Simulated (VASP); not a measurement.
# TaN (P6_3/mmc) in VASP: further runs

TaN is run at these levels: PBE; tasks: relaxation of cell and atoms, single point.

All numbers are computed with VASP 6.6.1; they aren't measurements. Logs are shortened: lines on timing, memory, paths and dates and some standing lists are left out, and cuts for length are marked.

## (1) The cell of the first run

It takes space group P6_3/mmc (No. 194, hexagonal). The conventional cell has a = 3.130 Å, b = 3.130 Å, c = 5.079 Å, α = 90.00°, β = 90.00°, γ = 120.00°. Within 2.9 Å of Ta (site symmetry -6m2) lie 6 N at 2.21 Å. N (site symmetry -3m) has 6 Ta at 2.21 Å and 2 N at 2.54 Å within 2.9 Å.

## (2) Relaxation of cell and atoms, PBE

Contents of INCAR:

```
SYSTEM = TaN
PREC = Accurate
ENCUT = 600
EDIFF = 1E-6
ISMEAR = 0
SIGMA = 0.1
LREAL = .FALSE.
LASPH = .TRUE.
NELM = 80
ALGO = Normal
ISIF = 3
LWAVE = .FALSE.
LCHARG = .FALSE.
GGA = PE
IBRION = 2
NSW = 65
EDIFFG = -0.01
```

Contents of KPOINTS:

```
Automatic mesh
0
G
  12 12 9
  0 0 0
```

Contents of POSCAR:

```
TaN
1.0
    3.1298722657      0.0000000000      0.0000000000
   -1.5649361328      2.7105488927      0.0000000000
    0.0000000000      0.0000000000      5.0790868668
Ta N
2 2
Direct
    0.0000000000      0.0000000000      0.0000000000
    0.3333333333      0.6666666667      0.5000000000
    0.6666666667      0.3333333333      0.2500000000
    0.6666666667      0.3333333333      0.7500000000
```

Potentials or basis: VASP PAW PBE potentials, release 64 (Ta_pv, N).

The run is started by

```bash
> cat potpaw_PBE.64/Ta_pv/POTCAR potpaw_PBE.64/N/POTCAR > POTCAR
> mpirun -np 1 vasp_std > vasp.out
```

OUTCAR:

```text
SYSTEM = TaN
   PREC = Accurate
   ENCUT = 600
   EDIFF = 1E-6
   ISMEAR = 0
   LREAL = .FALSE.
   LASPH = .TRUE.
   NELM = 80
   ISIF = 3
   GGA = PE
   IBRION = 2
   NSW = 65
   EDIFFG = -0.01

 ion  position               nearest neighbor table
   1  0.000  0.000  0.000-   3 2.21   4 2.21   3 2.21   4 2.21   3 2.21   4 2.21   2 3.12   2 3.12
                             2 3.12   2 3.12   2 3.12   2 3.12
   2  0.333  0.667  0.500-   3 2.21   4 2.21   3 2.21   4 2.21   3 2.21   4 2.21   1 3.12   1 3.12
                             1 3.12   1 3.12   1 3.12   1 3.12
   3  0.667  0.333  0.250-   1 2.21   2 2.21   2 2.21   1 2.21   1 2.21   2 2.21
   4  0.667  0.333  0.750-   1 2.21   2 2.21   2 2.21   1 2.21   1 2.21   2 2.21

  LATTYP: Found a hexagonal cell.
 ALAT       =     3.1298722657
 C/A-ratio  =     1.6227776841

  Lattice vectors:

 A1 = (   3.1298722657,   0.0000000000,   0.0000000000)
 A2 = (  -1.5649361328,   2.7105488927,   0.0000000000)
 A3 = (   0.0000000000,   0.0000000000,   5.0790868668)

Analysis of symmetry for initial positions (statically):
=====================================================================
 Subroutine PRICEL returns:
 Original cell was already a primitive cell.

 Routine SETGRP: Setting up the symmetry group for a
 hexagonal supercell.

 Subroutine GETGRP returns: Found 24 space group operations
 (whereof 12 operations were pure point group operations)
 out of a pool of 24 trial point group operations.

The static configuration has the point symmetry D_3h.
 The point group associated with its full space group is D_6h.

Analysis of symmetry for dynamics (positions and initial velocities):
=====================================================================
 Subroutine PRICEL returns:
 Original cell was already a primitive cell.

 Routine SETGRP: Setting up the symmetry group for a
 hexagonal supercell.

 Subroutine GETGRP returns: Found 24 space group operations
 (whereof 12 operations were pure point group operations)
 out of a pool of 24 trial point group operations.

The dynamic configuration has the point symmetry D_3h.
 The point group associated with its full space group is D_6h.

 Subroutine INISYM returns: Found 24 space group operations
 (whereof 12 operations are pure point group operations),
 and found     1 'primitive' translations

----------------------------------------------------------------------------------------

                                     Primitive cell

  volume of cell :      43.0893

  direct lattice vectors                    reciprocal lattice vectors
     3.129872266  0.000000000  0.000000000     0.319501857  0.184464483  0.000000000
    -1.564936133  2.710548893  0.000000000     0.000000000  0.368928966  0.000000000
     0.000000000  0.000000000  5.079086867     0.000000000  0.000000000  0.196885784

  length of vectors
     3.129872266  3.129872266  5.079086867     0.368928966  0.368928966  0.196885784

  position of ions in fractional coordinates (direct lattice)
     0.000000000  0.000000000  0.000000000
     0.333333333  0.666666667  0.500000000
     0.666666667  0.333333333  0.250000000
     0.666666667  0.333333333  0.750000000

  ion indices of the primitive-cell ions
   primitive index   ion index
                 1           1
                 2           2
                 3           3
                 4           4

----------------------------------------------------------------------------------------

 KPOINTS: Automatic mesh

Automatic generation of k-mesh.
 Grid dimensions read from file:
 generate k-points for:   12   12    9

 Generating k-lattice:

  Cartesian coordinates                     Fractional coordinates (reciprocal lattice)
     0.026625155  0.015372040  0.000000000     0.083333333  0.000000000  0.000000000
     0.000000000  0.030744080  0.000000000     0.000000000  0.083333333  0.000000000
     0.000000000  0.000000000  0.021876198     0.000000000  0.000000000  0.111111111

  Length of vectors
     0.030744080  0.030744080  0.021876198

  Shift w.r.t. Gamma in fractional coordinates (k-lattice)
     0.000000000  0.000000000  0.000000000

 Subroutine IBZKPT returns following result:
 ===========================================

 Found     95 irreducible k-points:

 Following reciprocal coordinates:
            Coordinates               Weight
  0.000000  0.000000  0.000000      1.000000
  0.083333 -0.000000  0.000000      6.000000
  0.166667 -0.000000  0.000000      6.000000
  0.250000 -0.000000  0.000000      6.000000
  0.333333 -0.000000  0.000000      6.000000
  0.416667 -0.000000  0.000000      6.000000
[... 16 lines left out ...]
  0.250000 -0.000000  0.111111     12.000000
  0.333333 -0.000000  0.111111     12.000000
 [... further k-points ...]
   k-points           NKPTS =     95   k-points in BZ     NKDIM =     95   number of bands    NBANDS=     20
   number of dos      NEDOS =    301   number of ions     NIONS =      4
   total plane-waves  NPLWV =  32928
   dimension x,y,z NGX =    28 NGY =   28 NGZ =   42
   dimension x,y,z NGXF=    56 NGYF=   56 NGZF=   84
   ions per type =               2   2
   NGX,Y,Z   is equivalent  to a cutoff of  14.87, 14.87, 13.75 a.u.
   NGXF,Y,Z  is equivalent  to a cutoff of  29.74, 29.74, 27.49 a.u.
 SYSTEM =  TaN
   PREC   = accura    normal or accurate (medium, high low for compatibility)
   ISTART =      0    job   : 0-new  1-cont  2-samecut
   ICHARG =      2    charge: 1-file 2-atom 10-const
   ISPIN  =      1    spin polarized calculation?
   LNONCOLLINEAR =      F non collinear calculations
   LSORBIT =      F    spin-orbit coupling
   LASPH  =      T    aspherical Exc in radial PAW
   ENCUT  =  600.0 eV  44.10 Ry    6.64 a.u.   6.25  6.25 10.14*2*pi/ulx,y,z
   NELM   =     80;   NELMIN=  2; NELMDL= -5     # of ELM steps
   EDIFF  = 0.1E-05   stopping-criterion for ELM
   LREAL  =      F    real-space projection
   EDIFFG = -.1E-01   stopping-criterion for IOM
   NSW    =     65    number of steps for IOM
   IBRION =      2    ionic relax: 0-MD 1-quasi-New 2-CG
   NFREE  =      1    steps in history (QN), initial steepest desc. (CG)
   ISIF   =      3    stress and relaxation
   ISYM   =      2    0-nonsym 1-usesym 2-fastsym
   POTIM  = 0.5000    time-step for ionic-motion
   TEBEG  =    0.0;   TEEND  =   0.0 temperature during run
   PSTRESS=    0.0 pullay stress
   NELECT =      32.0000    total number of electrons
   NUPDOWN=      -1.0000    fix difference up-down
   EMIN   =  10.00;   EMAX   =-10.00  energy-range for DOS
   EFERMI =   0.00;   METHOD = LEGACY
   ISMEAR =     0;   SIGMA  =   0.10  broadening in eV -4-tet -1-fermi 0-gaus
   EFERMI_NEDOS =   21; number of points for ismear=-14 and -15
   IALGO  =     38    algorithm
   IMIX   =      4    mixing-type and parameters
     AMIX     =   0.40;   BMIX     =  1.00
     AMIX_MAG =   1.60;   BMIX_MAG =  1.00
  volume/ion in A,a.u.               =      10.77        72.70
  Fermi-wavevector in a.u.,A,eV,Ry     =   1.482524  2.801564 29.903927  2.197877
  Thomas-Fermi vector in A             =   2.596299
   LORBIT       =      0    0 simple, 1 ext, 2 COOP (PROOUT), +10 PAW based schemes
   GGA     = PE    functional components
   LHFCALC =     F    Hartree Fock is set to
   AEXX    =    0.0000 exact exchange contribution
   IVDW    =     0    specifies the selected vdW correction
   LEPSILON=     F    determine dielectric tensor
   LRPA    =     F    only Hartree local field effects (RPA)
 conjugate gradient relaxation of ions
 non-spin polarized calculation
 Gauss-broadening in eV      SIGMA  =   0.10
  energy-cutoff  :      600.00
  volume of cell :       43.09
 maximum number of plane-waves:      1454
 NGX is ok and might be reduce to    28
   NGX = 13   NGY = 13   NGZ = 21

--------------------------------------- Ionic step        1  -------------------------------------------

 number of electron      32.0000001 magnetization

 Free energy of the ion-electron system (eV)
  ---------------------------------------------------
  ext. energy  EPLUGINS =         0.00000000
  ---------------------------------------------------
  free energy    TOTEN  =       -43.61393824 eV

  energy without entropy =      -43.60913342  energy(sigma->0) =      -43.61153583

------------------------ aborting loop because EDIFF is reached ----------------------------------------

  FORCE on cell =-STRESS in cart. coord.  units (eV):
  Direction    XX          YY          ZZ          XY          YZ          ZX
  --------------------------------------------------------------------------------------
  -------------------------------------------------------------------------------------
  Total       -4.7587668     -4.7587668     10.6424377     -0.0000000      0.0000000     -0.0000000
  in kB     -176.9438647   -176.9438647    395.7147132     -0.0000000      0.0000000     -0.0000000
  external PRESSURE =      13.9423279 kB  Pullay stress =       0.0000000 kB
[... 251 lines left out ...]
  energy  without entropy=      -44.5193134023  energy(sigma->0) =      -44.52116078

--------------------------------------- Ionic step        8  -------------------------------------------

 number of electron      31.9999999 magnetization

 Free energy of the ion-electron system (eV)
  ---------------------------------------------------
  ext. energy  EPLUGINS =         0.00000000
  ---------------------------------------------------
  free energy    TOTEN  =       -44.52302478 eV

  energy without entropy =      -44.51930347  energy(sigma->0) =      -44.52116413

 E-fermi :   8.9110     XC(G=0): -13.3742

 val. band max:        8.8653711731   @ k =   0.4167   0.1667   0.1111
 cond. band min:       8.9228183863   @ k =   0.0000   0.0000   0.4444
 fundamental gap:      0.0574472131
 Fermi energy:         8.9109502491

 k-point     1 :       0.0000    0.0000    0.0000
  band No.  band energies     occupation
      1     -27.2974      2.00000
      2     -26.7241      2.00000
      3     -26.3015      2.00000
      4     -26.3015      2.00000
      5     -26.2729      2.00000
      6     -26.2729      2.00000
[... 12 lines left out ...]
     19       9.6460      0.00000
[... 513 lines left out ...]
      4     -26.7172      2.00000
      5     -26.4805      2.00000
      6     -26.4032      2.00000
[... 12 lines left out ...]
     19      11.3733      0.00000
     20      11.4938      0.00000

 [... further k-points ...]

------------------------ aborting loop because EDIFF is reached ----------------------------------------

  FORCE on cell =-STRESS in cart. coord.  units (eV):
  Direction    XX          YY          ZZ          XY          YZ          ZX
  --------------------------------------------------------------------------------------
  -------------------------------------------------------------------------------------
  Total        0.0024793      0.0024793     -0.0007185      0.0000000     -0.0000000      0.0000000
  in kB        0.0923097      0.0923097     -0.0267503      0.0000000     -0.0000000      0.0000000
  external PRESSURE =       0.0526230 kB  Pullay stress =       0.0000000 kB
[... 19 lines left out ...]
  FREE ENERGIE OF THE ION-ELECTRON SYSTEM (eV)
  ---------------------------------------------------
  free  energy   TOTEN  =       -44.5230247796 eV

  energy  without entropy=      -44.5193034720  energy(sigma->0) =      -44.52116413

 reached required accuracy - stopping structural energy minimisation
```

It took 4.5 min on 1 thread of Intel Xeon Platinum 8488C (Sapphire Rapids), shared host; peak memory 0.24 GiB.

What came out:

```
Free energy                           : -44.5230 eV
Relaxed volume                        : 10.76 Å³/atom
Relaxed cell                          : a = 2.969 Å, b = 2.969 Å, c = 5.638 Å, α = 90.00°, β = 90.00°, γ = 120.00°
Space group after relaxing (to 0.1 Å) : P6_3/mmc (No. 194)
Energy gained by relaxing             : 227.3 meV/atom
Ionic steps                           : 8
Pressure after relaxing               : 0.0 GPa
Band gap on the k mesh                : zero (bands 16 and 17 overlap by 1.24 eV)
```

Step by step:
```csv
step,energy change (eV),largest force (eV/Å),pressure (GPa),volume (Å³)
1,0.0000,0.0000,1.39,43.09
2,-0.8869,0.0000,-0.96,43.20
3,-0.9081,0.0000,-1.57,43.24
4,-0.9077,0.0000,-1.64,43.24
5,-0.9036,0.0000,3.78,42.56
6,-0.9089,0.0000,0.06,43.02
7,-0.9091,0.0000,-0.01,43.04
8,-0.9091,0.0000,0.01,43.03
```

Final structure:
```yaml
crystal:
  lattice:
    - [2.96868, 0.00000, 0.00000]
    - [-1.48434, 2.57095, 0.00000]
    - [0.00000, 0.00000, 5.63815]
  atoms:
    - { symbol: Ta, position: [0.00000, 0.00000, 0.00000] }
    - { symbol: Ta, position: [0.33333, 0.66667, 0.50000] }
    - { symbol: N, position: [0.66667, 0.33333, 0.25000] }
    - { symbol: N, position: [0.66667, 0.33333, 0.75000] }
```

Caveat: spin-orbit coupling is left out, which moves the levels of the heavy elements.

## (3) Single point, PBE

This run uses another cell than the first one, of 10.74 Å³/atom.

Contents of INCAR:

```
PREC     = Accurate       # precision mode
ENCUT    = 520            # plane-wave cutoff, eV
EDIFF    = 1E-7           # SCF threshold, eV
ISMEAR   = 0              # smearing method
SIGMA    = 0.1            # smearing width, eV
LREAL    = F              # projectors in reciprocal space
LASPH    = T              # aspherical terms in the spheres
NELM     = 80             # most SCF steps
ALGO     = Normal         # electronic algorithm
ISIF     = 2              # what is computed and relaxed
LWAVE    = F              # write WAVECAR
LCHARG   = F              # write CHGCAR
GGA      = PE             # functional
NBANDS   = 24             # bands
```

Contents of KPOINTS:

```
regular mesh
0
Gamma
  21 21 18
```

Contents of POSCAR:

```
TaN
1.0
    2.9674202135      0.0000000000      0.0000000000
   -1.4837101067      2.5698612886      0.0000000000
    0.0000000000      0.0000000000      5.6318576259
Ta N
2 2
Direct
    0.0000000000      0.0000000000      0.0000000000
    0.3333333333      0.6666666667      0.5000000000
    0.6666666667      0.3333333333      0.2500000000
    0.6666666667      0.3333333333      0.7500000000
```

Potentials or basis: VASP PAW PBE potentials, release 64 (Ta_pv, N).

The run is started by

```bash
> cat potpaw_PBE.64/Ta_pv/POTCAR potpaw_PBE.64/N/POTCAR > POTCAR
> mpirun -np 1 vasp_std > vasp.out
```

It took 3.3 min on 1 thread of Intel Xeon Platinum 8488C (Sapphire Rapids), shared host; peak memory 0.5 GiB.

Results (log left out):

* Free energy: -44.5190 eV
* Pressure: 0.7 GPa
* Band gap on the k mesh: zero (bands 16 and 17 overlap by 1.23 eV)

Stress tensor (GPa, compression positive):
```
0.65 0.00 0.00
0.00 0.65 0.00
0.00 0.00 0.92
```

Levels at points of the mesh, in eV from the Fermi level:
| k point | band 13 | band 14 | band 15 | band 16 | band 17 | band 18 | band 19 | band 20 |
| --- | --- | --- | --- | --- | --- | --- | --- | --- |
| (0.00, 0.00, 0.00) | -4.24 | -3.28 | -3.26 | -0.89 | -0.89 | 0.66 | 0.74 | 0.74 |
| (0.00, 0.00, 0.50) | -5.01 | -5.01 | -0.17 | -0.17 | 0.94 | 0.94 | 0.94 | 0.94 |

Caveat: spin-orbit coupling is left out, which moves the levels of the heavy elements.

The gap in the log of VASP goes by the Fermi energy; the results here count the filled bands.